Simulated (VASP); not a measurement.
# Cd (P6_3/mmc) in VASP: notebook

Runs on Cd. Level: PBEsol. Tasks: single point.

All numbers are computed with VASP 6.6.1; they aren't measurements. Logs are shortened: lines on timing, memory, paths and dates and some standing lists are left out, and cuts for length are marked.

### 1 The cell of the first run

It takes space group P6_3/mmc (No. 194, hexagonal). The conventional cell has a = 2.944 Å, b = 2.944 Å, c = 5.723 Å, α = 90.00°, β = 90.00°, γ = 120.00°. Within 3.9 Å of Cd (site symmetry -6m2) lie 12 Cd at 2.94 to 3.33 Å.

### 2 Single point, PBEsol (strain along c alone, the other axes held: +2.0 %)

INCAR

```
SYSTEM = Cd
PREC = Accurate ; ENCUT = 520
EDIFF = 1E-6 ; ISMEAR = 0
SIGMA = 0.1 ; LREAL = .False.
LASPH = .True. ; NELM = 100
ALGO = Fast ; ISIF = 2
LWAVE = .False. ; LCHARG = .False.
GGA = PS ; NBANDS = 19
```

KPOINTS

```
regular mesh
0
Gamma
  24 24 10
  0 0 0
```

POSCAR

```
Cd
1.0
    2.9442134660      0.0000000000      0.0000000000
   -1.4721067330      2.5497636557      0.0000000000
    0.0000000000      0.0000000000      5.7225201329
Cd
2
Direct
    0.3333333333      0.6666666667      0.2500000000
    0.6666666667      0.3333333333      0.7500000000
```

Potentials or basis: VASP PAW PBE potentials, release 64 (Cd).

The run is started by

```sh
cat potpaw_PBE.64/Cd/POTCAR > POTCAR
mpirun -np 1 vasp_std > vasp.out
```

OUTCAR:

```text
SYSTEM = Cd
   PREC = Accurate
   ENCUT = 520
   EDIFF = 1E-6
   ISMEAR = 0
   LREAL = .False.
   LASPH = .True.
   NELM = 100
   ISIF = 2
   GGA = PS

 ion  position               nearest neighbor table
   1  0.333  0.667  0.250-   2 3.33   2 3.33   2 3.33   2 3.33   2 3.33   2 3.33
   2  0.667  0.333  0.750-   1 3.33   1 3.33   1 3.33   1 3.33   1 3.33   1 3.33

  LATTYP: Found a hexagonal cell.
 ALAT       =     2.9442134660
 C/A-ratio  =     1.9436498742

  Lattice vectors:

 A1 = (   2.9442134660,   0.0000000000,   0.0000000000)
 A2 = (  -1.4721067330,   2.5497636557,   0.0000000000)
 A3 = (   0.0000000000,   0.0000000000,   5.7225201329)

Analysis of symmetry for initial positions (statically):
=====================================================================
 Subroutine PRICEL returns:
 Original cell was already a primitive cell.

 Routine SETGRP: Setting up the symmetry group for a
 hexagonal supercell.

 Subroutine GETGRP returns: Found 24 space group operations
 (whereof 12 operations were pure point group operations)
 out of a pool of 24 trial point group operations.

The static configuration has the point symmetry D_3d.
 The point group associated with its full space group is D_6h.

Analysis of symmetry for dynamics (positions and initial velocities):
=====================================================================
 Subroutine PRICEL returns:
 Original cell was already a primitive cell.

 Routine SETGRP: Setting up the symmetry group for a
 hexagonal supercell.

 Subroutine GETGRP returns: Found 24 space group operations
 (whereof 12 operations were pure point group operations)
 out of a pool of 24 trial point group operations.

The dynamic configuration has the point symmetry D_3d.
 The point group associated with its full space group is D_6h.

 Subroutine INISYM returns: Found 24 space group operations
 (whereof 12 operations are pure point group operations),
 and found     1 'primitive' translations

----------------------------------------------------------------------------------------

                                     Primitive cell

  volume of cell :      42.9592

  direct lattice vectors                    reciprocal lattice vectors
     2.944213466  0.000000000  0.000000000     0.339649285  0.196096606  0.000000000
    -1.472106733  2.549763656  0.000000000     0.000000000  0.392193213  0.000000000
     0.000000000  0.000000000  5.722520133     0.000000000  0.000000000  0.174748184

  length of vectors
     2.944213466  2.944213466  5.722520133     0.392193213  0.392193213  0.174748184

  position of ions in fractional coordinates (direct lattice)
     0.333333333  0.666666667  0.250000000
     0.666666667  0.333333333  0.750000000

  ion indices of the primitive-cell ions
   primitive index   ion index
                 1           1
                 2           2

----------------------------------------------------------------------------------------

 KPOINTS: regular mesh

Automatic generation of k-mesh.
 Grid dimensions read from file:
 generate k-points for:   24   24   10

 Generating k-lattice:

  Cartesian coordinates                     Fractional coordinates (reciprocal lattice)
     0.014152054  0.008170692  0.000000000     0.041666667  0.000000000  0.000000000
     0.000000000  0.016341384  0.000000000     0.000000000  0.041666667  0.000000000
     0.000000000  0.000000000  0.017474818     0.000000000  0.000000000  0.100000000

  Length of vectors
     0.016341384  0.016341384  0.017474818

  Shift w.r.t. Gamma in fractional coordinates (k-lattice)
     0.000000000  0.000000000  0.000000000

 Subroutine IBZKPT returns following result:
 ===========================================

 Found    366 irreducible k-points:

 Following reciprocal coordinates:
            Coordinates               Weight
  0.000000  0.000000  0.000000      1.000000
  0.041667 -0.000000  0.000000      6.000000
  0.083333 -0.000000  0.000000      6.000000
  0.125000 -0.000000  0.000000      6.000000
  0.166667 -0.000000  0.000000      6.000000
  0.208333 -0.000000  0.000000      6.000000
[... 16 lines left out ...]
  0.416667  0.041667  0.000000     12.000000
  0.458333  0.041667  0.000000     12.000000
 [... further k-points ...]
   k-points           NKPTS =    366   k-points in BZ     NKDIM =    366   number of bands    NBANDS=     19
   number of dos      NEDOS =    301   number of ions     NIONS =      2
   total plane-waves  NPLWV =  27648
   dimension x,y,z NGX =    24 NGY =   24 NGZ =   48
   dimension x,y,z NGXF=    48 NGYF=   48 NGZF=   96
   ions per type =               2
   NGX,Y,Z   is equivalent  to a cutoff of  13.55, 13.55, 13.94 a.u.
   NGXF,Y,Z  is equivalent  to a cutoff of  27.10, 27.10, 27.89 a.u.
 SYSTEM =  Cd
   PREC   = accura    normal or accurate (medium, high low for compatibility)
   ISTART =      0    job   : 0-new  1-cont  2-samecut
   ICHARG =      2    charge: 1-file 2-atom 10-const
   ISPIN  =      1    spin polarized calculation?
   LNONCOLLINEAR =      F non collinear calculations
   LSORBIT =      F    spin-orbit coupling
   LASPH  =      T    aspherical Exc in radial PAW
   ENCUT  =  520.0 eV  38.22 Ry    6.18 a.u.   5.47  5.47 10.64*2*pi/ulx,y,z
   NELM   =    100;   NELMIN=  2; NELMDL= -5     # of ELM steps
   EDIFF  = 0.1E-05   stopping-criterion for ELM
   LREAL  =      F    real-space projection
   EDIFFG = 0.1E-04   stopping-criterion for IOM
   NSW    =      0    number of steps for IOM
   IBRION =     -1    ionic relax: 0-MD 1-quasi-New 2-CG
   NFREE  =      0    steps in history (QN), initial steepest desc. (CG)
   ISIF   =      2    stress and relaxation
   ISYM   =      2    0-nonsym 1-usesym 2-fastsym
   POTIM  = 0.5000    time-step for ionic-motion
   TEBEG  =    0.0;   TEEND  =   0.0 temperature during run
   PSTRESS=    0.0 pullay stress
   NELECT =      24.0000    total number of electrons
   NUPDOWN=      -1.0000    fix difference up-down
   EMIN   =  10.00;   EMAX   =-10.00  energy-range for DOS
   EFERMI =   0.00;   METHOD = LEGACY
   ISMEAR =     0;   SIGMA  =   0.10  broadening in eV -4-tet -1-fermi 0-gaus
   EFERMI_NEDOS =   21; number of points for ismear=-14 and -15
   IALGO  =     68    algorithm
   IMIX   =      4    mixing-type and parameters
     AMIX     =   0.40;   BMIX     =  1.00
     AMIX_MAG =   1.60;   BMIX_MAG =  1.00
  volume/ion in A,a.u.               =      21.48       144.95
  Fermi-wavevector in a.u.,A,eV,Ry     =   1.348320  2.547956 24.734950  1.817968
  Thomas-Fermi vector in A             =   2.475999
   LORBIT       =      0    0 simple, 1 ext, 2 COOP (PROOUT), +10 PAW based schemes
   GGA     = PS    functional components
   LHFCALC =     F    Hartree Fock is set to
   AEXX    =    0.0000 exact exchange contribution
   IVDW    =     0    specifies the selected vdW correction
   LEPSILON=     F    determine dielectric tensor
   LRPA    =     F    only Hartree local field effects (RPA)
 non-spin polarized calculation
 RMM-DIIS sequential band-by-band and
 Gauss-broadening in eV      SIGMA  =   0.10
  energy-cutoff  :      520.00
  volume of cell :       42.96
 maximum number of plane-waves:      1192
 NGX is ok and might be reduce to    24
   NGX = 11   NGY = 11   NGZ = 21

 number of electron      24.0000006 magnetization

 Free energy of the ion-electron system (eV)
  ---------------------------------------------------
  ext. energy  EPLUGINS =         0.00000000
  ---------------------------------------------------
  free energy    TOTEN  =        -2.39804062 eV

  energy without entropy =       -2.39612682  energy(sigma->0) =       -2.39708372

 E-fermi :   2.7897     XC(G=0): -11.2284

 val. band max:        2.7800647800   @ k =   0.3750   0.1250   0.1000
 cond. band min:       2.8013405121   @ k =   0.2500   0.0417   0.1000
 fundamental gap:      0.0212757322
 Fermi energy:         2.7897029550

 k-point     1 :       0.0000    0.0000    0.0000
  band No.  band energies     occupation
      1      -7.0943      2.00000
      2      -6.8675      2.00000
      3      -6.4090      2.00000
      4      -6.4090      2.00000
      5      -6.3642      2.00000
      6      -6.3642      2.00000
[... 11 lines left out ...]
     18      18.2519      0.00000
     19      18.7883      0.00000

 k-point     2 :       0.0417   -0.0000    0.0000
  band No.  band energies     occupation
      1      -7.0736      2.00000
      2      -6.8448      2.00000
      3      -6.4171      2.00000
      4      -6.3916      2.00000
      5      -6.3716      2.00000
      6      -6.3473      2.00000
[... 11 lines left out ...]
     18      17.7816      0.00000
     19      19.0644      0.00000

 k-point     3 :       0.0833   -0.0000    0.0000
  band No.  band energies     occupation
      1      -7.0159      2.00000
      2      -6.7865      2.00000
      3      -6.4386      2.00000
      4      -6.3915      2.00000
      5      -6.3403      2.00000
      6      -6.2975      2.00000
[... 11 lines left out ...]
     18      17.3675      0.00000
     19      19.2476      0.00000

 k-point     4 :       0.1250   -0.0000    0.0000
  band No.  band energies     occupation
      1      -6.9380      2.00000
      2      -6.7183      2.00000
      3      -6.4717      2.00000
      4      -6.4036      2.00000
      5      -6.2578      2.00000
      6      -6.2174      2.00000
[... 11 lines left out ...]
     18      17.1056      0.00000
     19      18.5052      0.00000

 k-point     5 :       0.1667   -0.0000    0.0000
  band No.  band energies     occupation
      1      -6.8799      2.00000
      2      -6.6669      2.00000
      3      -6.5067      2.00000
      4      -6.3702      2.00000
      5      -6.1484      2.00000
      6      -6.1113      2.00000
[... 11 lines left out ...]
     18      16.9088      0.00000
     19      17.0700      0.00000
[... 334 lines left out ...]
      2      -6.9135      2.00000
      3      -6.6521      2.00000
      4      -6.2617      2.00000
      5      -6.1576      2.00000
      6      -6.0492      2.00000
[... 11 lines left out ...]
     18      16.2401      0.00000
     19      16.6883      0.00000

 k-point    22 :       0.3750    0.0417    0.0000
  band No.  band energies     occupation
      1      -7.1497      2.00000
      2      -6.9721      2.00000
      3      -6.7340      2.00000
      4      -6.3133      2.00000
      5      -6.0912      2.00000
      6      -6.0760      2.00000
[... 11 lines left out ...]
     18      15.8441      0.00000
     19      16.5489      0.00000

 k-point    23 :       0.4167    0.0417    0.0000
  band No.  band energies     occupation
      1      -7.1906      2.00000
      2      -7.0135      2.00000
      3      -6.7898      2.00000
      4      -6.3495      2.00000
      5      -6.0946      2.00000
      6      -6.0447      2.00000
[... 11 lines left out ...]
     18      15.5687      0.00000
     19      16.3844      0.00000

 k-point    24 :       0.4583    0.0417    0.0000
  band No.  band energies     occupation
      1      -7.2117      2.00000
      2      -7.0348      2.00000
      3      -6.8179      2.00000
      4      -6.3682      2.00000
      5      -6.1040      2.00000
      6      -6.0207      2.00000
[... 11 lines left out ...]
     18      15.4277      0.00000
     19      16.2949      0.00000

 [... further k-points ...]
[... 5 lines left out ...]
  --------------------------------------------------------------------------------------
  -------------------------------------------------------------------------------------
  Total        0.0201091      0.0201091     -0.3296198      0.0000000     -0.0000000      0.0000000
  in kB        0.7499742      0.7499742    -12.2932673      0.0000000     -0.0000000      0.0000000
  external PRESSURE =      -3.5977730 kB  Pullay stress =       0.0000000 kB

 VOLUME and BASIS-vectors are now :
 -----------------------------------------------------------------------------
  energy-cutoff  :      520.00
  volume of cell :       42.96
      direct lattice vectors                 reciprocal lattice vectors
     2.944213466  0.000000000  0.000000000     0.339649285  0.196096606  0.000000000
    -1.472106733  2.549763656  0.000000000     0.000000000  0.392193213  0.000000000
     0.000000000  0.000000000  5.722520133     0.000000000  0.000000000  0.174748184

 POSITION                                       TOTAL-FORCE (eV/Angst)
 -----------------------------------------------------------------------------------
     -0.00000      1.69984      1.43063        -0.000000      0.000000      0.000000
      1.47211      0.84992      4.29189         0.000000     -0.000000      0.000000
 -----------------------------------------------------------------------------------
    total drift:                               -0.000000      0.000000     -0.000000

  FREE ENERGIE OF THE ION-ELECTRON SYSTEM (eV)
  ---------------------------------------------------
  free  energy   TOTEN  =        -2.3980406161 eV

  energy  without entropy=       -2.3961268226  energy(sigma->0) =       -2.39708372
```

Run time: 2.1 min. Hardware: 1 thread of Intel Xeon Platinum 8488C (Sapphire Rapids), shared host; peak memory 0.35 GiB.

Results:

- Free energy: -2.3980 eV
- Pressure: -0.4 GPa
- Band gap on the k mesh: zero (band 12 reaches 4.29 eV, above the bottom of band 13 at -0.36 eV)

Caveat: the cell differs from its parent crystal (strain along c alone, the other axes held: +2.0 %); the PAW data sets were made with another functional, which shifts forces and pressure a little.

### 3 Single point, PBEsol (strain along c alone, the other axes held: +4.0 %)

INCAR

```
SYSTEM = Cd
  PREC = Accurate
  ENCUT = 520
  EDIFF = 1E-6
  ISMEAR = 0
  SIGMA = 0.1
  LREAL = .FALSE.
  LASPH = .TRUE.
  NELM = 100
  ALGO = Fast
  ISIF = 2
  LWAVE = .FALSE.
  LCHARG = .TRUE.
  GGA = PS
  LELF = .TRUE.
  LVHAR = .TRUE.
  NBANDS = 19
```

KPOINTS

```
regular mesh
0
G
  24 24 10
  0 0 0
```

POSCAR: that of step 2 with these lines changed.

```diff
@@ -4,3 +4,3 @@
    -1.4721067330      2.5497636557      0.0000000000
-    0.0000000000      0.0000000000      5.7225201329
+    0.0000000000      0.0000000000      5.8347264101
 Cd
```

Potentials or basis: VASP PAW PBE potentials, release 64 (Cd).

The run is started by

```sh
cat potpaw_PBE.64/Cd/POTCAR > POTCAR
mpirun -np 1 vasp_std > vasp.out
```

Run time: 2.4 min. Hardware: 1 thread of Intel Xeon Platinum 8488C (Sapphire Rapids), shared host; peak memory 0.36 GiB.

Results (log left out):

```yaml
Free_energy: -2.3890 eV
Pressure: -1.0 GPa
Band_gap_on_the_k_mesh: zero (band 12 reaches 4.14 eV, above the bottom of band 13 at -0.47 eV)
```

Stress tensor (GPa, compression positive):
```
-0.46  0.00  0.00
 0.00 -0.46  0.00
 0.00  0.00 -2.12
```

Levels at points of the mesh, in eV from the Fermi level:
| k point | band 10 | band 11 | band 12 | band 13 | band 14 | band 15 |
| --- | --- | --- | --- | --- | --- | --- |
| (0.00, 0.00, 0.00) | -8.34 | -8.34 | -3.49 | -3.09 | 9.27 | 13.62 |
| (0.50, 0.00, 0.00) | -8.01 | -2.12 | -1.56 | 1.77 | 2.98 | 3.08 |
| (0.00, 0.00, 0.50) | -8.43 | -7.31 | -7.31 | 2.97 | 2.97 | 15.21 |
| (0.50, 0.00, 0.50) | -8.01 | -1.40 | -1.40 | 0.28 | 0.28 | 7.58 |

Caveat: the cell differs from its parent crystal (strain along c alone, the other axes held: +4.0 %); the PAW data sets were made with another functional, which shifts forces and pressure a little.
